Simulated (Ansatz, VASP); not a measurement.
# Sr3N: VASP beside Ansatz

File INCAR:

```
PREC     = Accurate       # precision mode
ENCUT    = 520            # plane-wave cutoff, eV
EDIFF    = 1E-6           # SCF threshold, eV
ISMEAR   = 0              # smearing method
SIGMA    = 0.1            # smearing width, eV
LREAL    = F              # projectors in reciprocal space
LASPH    = T              # aspherical terms in the spheres
NELM     = 60             # most SCF steps
ALGO     = Normal         # electronic algorithm
ISIF     = 2              # what is computed and relaxed
LWAVE    = F              # write WAVECAR
LCHARG   = F              # write CHGCAR
GGA      = PE             # functional
NBANDS   = 26             # bands
```

File KPOINTS:

```
Automatic mesh
0
Gamma
  6 6 6
```

File POSCAR:

```
Sr3N
1.0
   -2.2753462449      2.2753462449      5.0825916120
    2.2753462449     -2.2753462449      5.0825916120
    2.2753462449      2.2753462449     -5.0825916120
Sr N
3 1
Direct
    0.5000000000      0.5000000000      0.0000000000
    0.2500000000      0.7500000000      0.5000000000
    0.7500000000      0.2500000000      0.5000000000
    0.0000000000      0.0000000000      0.0000000000
```

Input for Ansatz:

```yaml
crystal:
  lattice:
    - [-2.2753462449, 2.2753462449, 5.082591612]
    - [2.2753462449, -2.2753462449, 5.082591612]
    - [2.2753462449, 2.2753462449, -5.082591612]
  atoms:
    - { symbol: Sr, position: [0.5, 0.5, 0.0] }
    - { symbol: Sr, position: [0.25, 0.75, 0.5] }
    - { symbol: Sr, position: [0.75, 0.25, 0.5] }
    - { symbol: "N", position: [0.0, 0.0, 0.0] }
basis:
  ecutwfc: 420
kpoints:
  mp_grid: { grid: [6, 6, 6] }
hamiltonian:
  xc: pbe
scf:
  occupations: { method: gaussian, width: 0.1 }
  lower_state_search: "off"
output:
  forces: true
  stress: true
  eigenvalues: true
```

Alike in both runs: task single point; functional PBE; k mesh 6 × 6 × 6; occupations gaussian, width 0.1 eV; no spin polarisation.

|  | VASP | Ansatz |
| --- | --- | --- |
| version | VASP 6.6.1 | Ansatz 0.2.0 |
| potentials or method | VASP PAW PBE potentials, release 64 (Sr_sv, N), cutoff 520 eV | scalar-relativistic, plane waves, PAW |
| valence electrons in the cell | 35 | 35 |

|  | VASP | Ansatz | Ansatz less VASP |
| --- | --- | --- | --- |
| gap on the k mesh at the Fermi level (eV) | none | none | - |
| pressure (GPa) | 3.7 | 3.6 | -0.15 |
| traceless stress, the component that is largest in VASP (GPa) | 3.49 | 3.52 | +0.021 |

A gap of «none» marks a metal or a gap that the smearing closes.
